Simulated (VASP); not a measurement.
# BeB15N15 (a cell with a defect) in VASP: notebook, part 2 of 2

VASP 6.6.1. Earlier steps stand in the parts before.

### 4 Single point, PBE, collinear spin

INCAR reads:

```
SYSTEM = BeB15N15
PREC = Accurate
ENCUT = 520
EDIFF = 1E-6
ISMEAR = 0
SIGMA = 0.01
LREAL = Auto
LASPH = .True.
NELM = 200
ALGO = Normal
ISIF = 2
LWAVE = .False.
LCHARG = .False.
ISPIN = 2
MAGMOM = 0.05 0.01 0.01 0.05 0.01 0.01 0.01 0.01 0.01 0 0.01 0.05 0.01 0 0.01 0.04 0.01 0.02 0.04 0.03 0.08 0.17 0.04 0.08 0.08 0.02 0.04 0.03 0.01 0.03 0.04
LORBIT = 11
NUPDOWN = 2.0
GGA = PE
NBANDS = 86
NELECT = 120.0
GGA_COMPAT = .False.
ISYM = -1
```

KPOINTS reads:

```
explicit points
1
Reciprocal
  0.25000000   0.25000000   0.25000000 1
```

POSCAR reads:

```
BeB15N15
1.0
   -3.6241103800      3.6241103800     -3.6241103800
    3.6241103800      3.6241103800      3.6241103800
    3.6241103800     -3.6241103800     -3.6241103800
B Be N
15 1 15
Direct
    0.0007467047      0.0004503261     -0.0343876814
    0.0024349443      0.2513774467      0.7504917871
    0.0017432385      0.4971214697      0.5026900825
   -0.0006484303      0.7147745656      0.2488559997
    0.2509678077      0.0008258365      0.7480279508
    0.2531762076      0.4970686511      0.2512313047
    0.2460910917      0.7484204185     -0.0017252619
    0.4985874787      0.0008279362      0.5004448945
    0.5010046909      0.2513363240      0.2519319282
    0.5004653560      0.4988841062      0.0024400049
    0.5021185274      0.7504276450      0.7516003675
    0.7161285649      0.0004666142      0.2502670627
    0.7512904999      0.2460163940      0.0007904048
    0.7529641391      0.4988687761      0.7499322785
    0.7488095392      0.7484533654      0.4955964176
    0.2611650852      0.2541856078      0.5106070303
    0.0000218577      0.2488575963      0.0037465209
    0.0035663863      0.5018990717      0.7515445802
   -0.0000006152      0.7538521118      0.4984141441
    0.2492517203      0.0003731888      0.0026829693
    0.2493591116      0.2527724591      0.7627967864
    0.2521559222      0.5191746013      0.5017032176
    0.2489138540      0.7538456769      0.2495180483
    0.5014890293      0.0064769595      0.7509916959
    0.5132277911      0.2527407560      0.4988738898
    0.5020373710      0.5018943959      0.2531115239
    0.5036911826      0.7534763713      0.0026228109
    0.7531780473      0.0003691472      0.4987584033
    0.7542362460      0.2488636235      0.2495321068
    0.7523558156      0.5039143874      0.0018668487
    0.7531020047      0.7534677609      0.7532050047
```

Potentials or basis: VASP PAW PBE potentials, release 64 (B, Be, N).

Launch:

```sh
cat potpaw_PBE.64/B/POTCAR potpaw_PBE.64/Be/POTCAR potpaw_PBE.64/N/POTCAR > POTCAR
mpirun -np 1 vasp_std > vasp.out
```

OUTCAR:

```text
SYSTEM = BeB15N15
   PREC = Accurate
   ENCUT = 520
   EDIFF = 1E-6
   ISMEAR = 0
   LREAL = Auto
   LASPH = .True.
   NELM = 200
   ISIF = 2
   ISPIN = 2
   LORBIT = 11
   NUPDOWN = 2.0
   GGA = PE
   NELECT = 120.0
   ISYM = -1

 ion  position               nearest neighbor table
   1  0.001  0.000  0.966-  31 1.49  17 1.50  20 1.50
   2  0.002  0.251  0.750-  21 1.52  18 1.57  28 1.57  17 1.60
   3  0.002  0.497  0.503-  22 1.53  18 1.55  29 1.57  19 1.62
   4  0.999  0.715  0.249-  30 1.49  23 1.50  19 1.50
   5  0.251  0.001  0.748-  24 1.55  21 1.56  19 1.56  20 1.60
   6  0.253  0.497  0.251-  22 1.53  26 1.55  17 1.57  23 1.62
   7  0.246  0.748  0.998-  18 1.54  23 1.56  20 1.57  27 1.60
   8  0.499  0.001  0.500-  24 1.56  25 1.56  23 1.56  28 1.60
   9  0.501  0.251  0.252-  25 1.52  26 1.57  20 1.57  29 1.60
[... 373 lines left out ...]
      1.80439     -1.79841     -3.61748         0.000757     -0.004778     -0.002083
      1.79438      1.80848     -0.02660        -0.001952      0.005524      0.011974
[... 23 lines left out ...]
     -0.89361      4.54610     -0.90714        -0.009116     -0.007363      0.006813
      2.73102      2.73028     -2.72837        -0.010242     -0.010579      0.001551
 -----------------------------------------------------------------------------------
    total drift:                                0.002511      0.002015      0.005057

  FREE ENERGIE OF THE ION-ELECTRON SYSTEM (eV)
  ---------------------------------------------------
  free  energy   TOTEN  =      -276.1248402380 eV

  energy  without entropy=     -276.1248402380  energy(sigma->0) =     -276.12484024

 total charge

# of ion       s       p       d       tot
------------------------------------------
    1        0.707   1.298   0.000   2.005
    2        0.667   1.330   0.000   1.997
    3        0.667   1.325   0.000   1.993
    4        0.707   1.298   0.000   2.004
    5        0.666   1.315   0.000   1.982
    6        0.667   1.325   0.000   1.992
[... 23 lines left out ...]
   30        1.211   2.737   0.000   3.949
   31        1.212   2.734   0.000   3.946
--------------------------------------------------
tot         28.827  61.718   0.000  90.545

 magnetization (x)

# of ion       s       p       d       tot
------------------------------------------
    1        0.008   0.076   0.000   0.084
    2        0.002   0.007   0.000   0.010
    3        0.001   0.007   0.000   0.008
    4        0.007   0.077   0.000   0.084
    5        0.002   0.018   0.000   0.021
    6        0.001   0.007   0.000   0.009
[... 23 lines left out ...]
   30        0.001   0.028   0.000   0.029
   31        0.001   0.038   0.000   0.039
--------------------------------------------------
tot          0.077   1.212   0.000   1.289
```

Wall time 3.1 min (1 thread of Intel Xeon 6975P-C (Granite Rapids), shared host); peak memory 0.39 GiB.

Results:

```yaml
Free_energy: -276.1248 eV
Largest_force: 0.020 eV/Å
Net_moment: 2.00 μB per cell
Site_moments: B +0.08, +0.01, +0.02 (each value once); Be +0.11; N +0.01, +0.03, +0.05, +0.09, +0.18, +0.04 (each value once) μB
Valence_electrons_inside_the_program's_atomic_spheres: B 2.00, 1.99, 1.98 (each value once); Be 1.33; N 3.97, 3.96, 3.95, 3.93 (each value once)
```

Forces in eV/Å, atoms in the order of the input:
```
B    0.010 -0.008 -0.010
B    0.006 -0.009  0.006
B    0.006 -0.004  0.013
B    0.010  0.009  0.009
B    0.001 -0.005 -0.002
B   -0.002  0.006  0.012
B   -0.001  0.006 -0.006
B   -0.004 -0.001 -0.002
B   -0.007  0.005  0.008
B    0.005  0.010  0.001
B    0.009  0.007 -0.002
B   -0.008  0.010 -0.010
B    0.009  0.009  0.007
B    0.013  0.002  0.002
B    0.008 -0.003 -0.006
Be  -0.013 -0.015  0.005
N    0.007  0.008  0.004
N   -0.003 -0.003 -0.001
N    0.004 -0.006 -0.010
N   -0.006  0.007 -0.009
N   -0.006  0.004  0.001
N    0.000  0.002  0.000
N   -0.007  0.005 -0.011
N   -0.008 -0.007 -0.005
N    0.000 -0.003  0.000
N   -0.005 -0.001  0.000
N   -0.012 -0.009  0.002
N    0.006 -0.005 -0.009
N    0.008  0.007  0.003
N   -0.009 -0.007  0.007
N   -0.010 -0.011  0.002
```

Caveat: the cell carries a net charge on a neutralising background, which shifts energy and pressure; the total moment is fixed, so each spin has its own Fermi level.

### 5 Single point, PBE, collinear spin

INCAR reads:

```
SYSTEM = BeB15N15
PREC = Accurate ; ENCUT = 520
EDIFF = 1E-6 ; ISMEAR = -1
SIGMA = 0.01 ; LREAL = Auto
LASPH = .TRUE. ; NELM = 200
ALGO = Normal ; ISIF = 2
LWAVE = .FALSE. ; LCHARG = .FALSE.
ISPIN = 2 ; MAGMOM = 0.2 0.01 0 0.04 0.01 0 0 0 0 0 0 0.04 0 0 0.01 0 0.01 0.01 0.02 0.01 0.01 0 0 0.01 0 0 0 0.02 0 0 0
LORBIT = 11 ; NUPDOWN = 1.0
GGA = PE ; NBANDS = 86
NELECT = 123.0 ; GGA_COMPAT = .FALSE.
ISYM = -1
```

KPOINTS is that of step 4.

POSCAR reads:

```
BeB15N15
1.0
   -3.6241103844      3.6241103844     -3.6241103844
    3.6241103844      3.6241103844      3.6241103844
    3.6241103844     -3.6241103844     -3.6241103844
B Be N
15 1 15
Direct
    0.0105953172      0.0111700401     -0.0040253524
    0.0031964925      0.2515293711      0.7519106421
    0.0041092326      0.5015520230      0.5011956115
   -0.0119175819      0.7513894099      0.2553051946
    0.2511372520      0.0035594154      0.7519386192
    0.2484464145      0.5046573863      0.2529927827
    0.2502724831      0.7537542177      0.0022272283
    0.5012274536      0.0044849500      0.5011622642
    0.5043057190      0.2488283337      0.2529981678
    0.4954221248      0.4957929151     -0.0028694667
    0.4997847048      0.7502102081      0.7495501558
    0.7513858830     -0.0115237188      0.2550839104
    0.7533533795      0.2506233610      0.0021992037
    0.7498859044      0.5001877360      0.7496009377
    0.7509442058      0.7512947636      0.5044514936
    0.2294886500      0.2298794445      0.4736230371
    0.0013707375      0.2561353755     -0.0004604050
    0.0033353454      0.5031720205      0.7523146534
   -0.0018500923      0.7502525284      0.5036559843
    0.2556883805      0.0017594882     -0.0003664205
    0.2466512118      0.2470139788      0.7565074214
    0.2488752280      0.5114334151      0.4985473036
    0.2467623722      0.7586337343      0.2511464392
    0.5027954160      0.0036709608      0.7523001037
    0.5110517598      0.2492464748      0.4985400791
    0.5015038854      0.5018681690      0.2530452302
    0.5015138327      0.7491248558      0.0017398728
    0.7500099621     -0.0014884633      0.5035668390
    0.7582797624      0.2471386809      0.2511203812
    0.7487509473      0.5018025627      0.0017547826
    0.7525704068      0.7529570503      0.7546143705
```

Launch:

```sh
cat potpaw_PBE.64/B/POTCAR potpaw_PBE.64/Be/POTCAR potpaw_PBE.64/N/POTCAR > POTCAR
mpirun -np 1 vasp_std > vasp.out
```

It took 2.7 min on 1 thread of Intel Xeon 6975P-C (Granite Rapids), shared host; peak memory 0.39 GiB.

It converged, with:

```
Free energy                                           : -251.3346 eV
Largest force                                         : 0.043 eV/Å
Net moment                                            : 1.00 μB per cell
Site moments                                          : B +0.32, +0.01, +0.07, +0.00, +0.06 (each value once); Be +0.00; N +0.01, +0.00, -0.00 (each value once) μB
Valence electrons inside the program's atomic spheres : B 1.99, 2.07, 1.91, 2.03, 2.05 (each value once); Be 1.30; N 4.00, 3.98, 3.99, 4.01, 3.95, 3.96, 3.97 (each value once)
```

Forces on the atoms (eV/Å):
```
B    0.003 -0.012 -0.015
B   -0.008  0.006  0.013
B    0.006 -0.005 -0.002
B    0.003  0.038  0.021
B   -0.013  0.005  0.004
B   -0.008  0.010 -0.005
B   -0.007 -0.003 -0.006
B    0.000 -0.008 -0.006
B    0.006  0.004  0.010
B   -0.003  0.004 -0.002
B    0.006  0.000 -0.009
B   -0.009  0.021 -0.009
B    0.006  0.001  0.010
B    0.008 -0.001 -0.005
B   -0.001 -0.001  0.002
Be  -0.019 -0.019  0.016
N    0.006 -0.007 -0.005
N    0.000 -0.006  0.003
N    0.008 -0.004 -0.003
N    0.007 -0.003 -0.002
N    0.004  0.003 -0.002
N    0.002  0.005 -0.004
N    0.002 -0.012  0.003
N   -0.003 -0.004  0.001
N    0.004  0.008 -0.005
N   -0.001 -0.003  0.001
N    0.000  0.000  0.005
N    0.003  0.000 -0.002
N   -0.005 -0.012 -0.003
N   -0.003 -0.004  0.001
N    0.005  0.000 -0.002
```

Caveat: the cell carries a net charge on a neutralising background, which shifts energy and pressure; the total moment is fixed, so each spin has its own Fermi level.

### 6 Single point, PBE, collinear spin

INCAR reads:

```
PREC = Accurate
ENCUT = 520
EDIFF = 1E-6
ISMEAR = -1
SIGMA = 0.01
LREAL = Auto
LASPH = True
NELM = 200
ALGO = Normal
ISIF = 2
LWAVE = False
LCHARG = False
ISPIN = 2
MAGMOM = 0.05 0.01 0.01 0.05 0.01 0.01 0 0.01 0.01 0 0 0.05 0 0 0 0.02 0.01 0 0.01 0.01 0 0 0.01 0 0 0 0.01 0.01 0.01 0.01 0.01
LORBIT = 11
NUPDOWN = 1.0
GGA = PE
NBANDS = 86
NELECT = 121.0
GGA_COMPAT = False
ISYM = -1
```

KPOINTS is that of step 5.

POSCAR reads:

```
BeB15N15
1.0
   -3.6241103844      3.6241103844     -3.6241103844
    3.6241103844      3.6241103844      3.6241103844
    3.6241103844     -3.6241103844     -3.6241103844
B Be N
15 1 15
Direct
   -0.0016626435     -0.0023632141     -0.0365544443
    0.0029882431      0.2500875897      0.7484068699
    0.0029684728      0.4976064978      0.5009898409
   -0.0016830175      0.7125089630      0.2485113368
    0.2507960674      0.0022751352      0.7484872934
    0.2507541377      0.4975570772      0.2531630065
    0.2441141621      0.7470042424     -0.0020852136
    0.4982495125      0.0022037191      0.5009968420
    0.4982489260      0.2500380972      0.2531260238
    0.4977065351      0.4969968189      0.0018100599
    0.4976755841      0.7508609056      0.7479009996
    0.7132814334     -0.0024161329      0.2485011802
    0.7477522931      0.2433581934     -0.0020586191
    0.7516068219      0.4969792021      0.7479179547
    0.7477196778      0.7469848133      0.4942786166
    0.2702004800      0.2694596419      0.5203801070
   -0.0020265131      0.2462114753      0.0017890807
    0.0022379426      0.4997222242      0.7506515002
   -0.0020404542      0.7508335608      0.4971397879
    0.2469277563     -0.0027454400      0.0017611934
    0.2483844167      0.2476775263      0.7612994033
    0.2483381594      0.5103626661      0.4986413093
    0.2469246079      0.7508315903      0.2481880678
    0.5004401605      0.0014768828      0.7506143246
    0.5110500190      0.2476010164      0.4985806131
    0.5004365365      0.4996992755      0.2524355639
    0.5010296569      0.7500047639      0.0009560619
    0.7515437525     -0.0027877996      0.4970980274
    0.7515479490      0.2462052949      0.2481498284
    0.7507291728      0.5003621028      0.0009293485
    0.7506994687      0.7499813608      0.7512478472
```

Potentials or basis: VASP PAW PBE potentials, release 64 (B, Be, N).

Launch:

```sh
cat potpaw_PBE.64/B/POTCAR potpaw_PBE.64/Be/POTCAR potpaw_PBE.64/N/POTCAR > POTCAR
mpirun -np 1 vasp_std > vasp.out
```

Wall time 2.5 min (1 thread of Intel Xeon 6975P-C (Granite Rapids), shared host); peak memory 0.39 GiB.

Results (log left out):

| Property | Result |
| --- | --- |
| Free energy | -269.8512 eV |
| Largest force | 0.047 eV/Å |
| Net moment | 1.00 μB per cell |
| Site moments | B +0.09, +0.01, +0.00 (each value once); Be +0.05; N +0.01, -0.00 (each value once) μB |
| Valence electrons inside the program's atomic spheres | B 2.02, 2.01, 2.00 (each value once); Be 1.47; N 3.97, 4.01, 3.96 (each value once) |

Forces on the atoms (eV/Å):
```
B    0.024 -0.028 -0.027
B    0.011 -0.027  0.004
B    0.005 -0.016  0.015
B    0.032  0.027  0.020
B   -0.011 -0.018 -0.007
B   -0.006  0.004  0.009
B    0.009  0.001 -0.005
B   -0.018 -0.002 -0.005
B   -0.012  0.004  0.001
B    0.012  0.012 -0.012
B    0.012  0.011 -0.015
B   -0.014  0.027 -0.028
B    0.005  0.004  0.003
B    0.012  0.010 -0.008
B    0.008  0.001 -0.005
Be  -0.003 -0.009  0.007
N    0.008  0.024  0.012
N    0.000 -0.009  0.014
N    0.010 -0.004 -0.018
N   -0.010  0.019 -0.010
N   -0.005 -0.001 -0.001
N   -0.014  0.011  0.007
N   -0.012  0.012 -0.016
N    0.000 -0.011 -0.002
N   -0.004  0.009  0.003
N   -0.007 -0.001  0.013
N   -0.033 -0.013  0.020
N    0.022 -0.004 -0.013
N    0.020  0.009  0.005
N   -0.021 -0.022  0.023
N   -0.016 -0.021  0.016
```

Caveat: the cell carries a net charge on a neutralising background, which shifts energy and pressure; the total moment is fixed, so each spin has its own Fermi level.
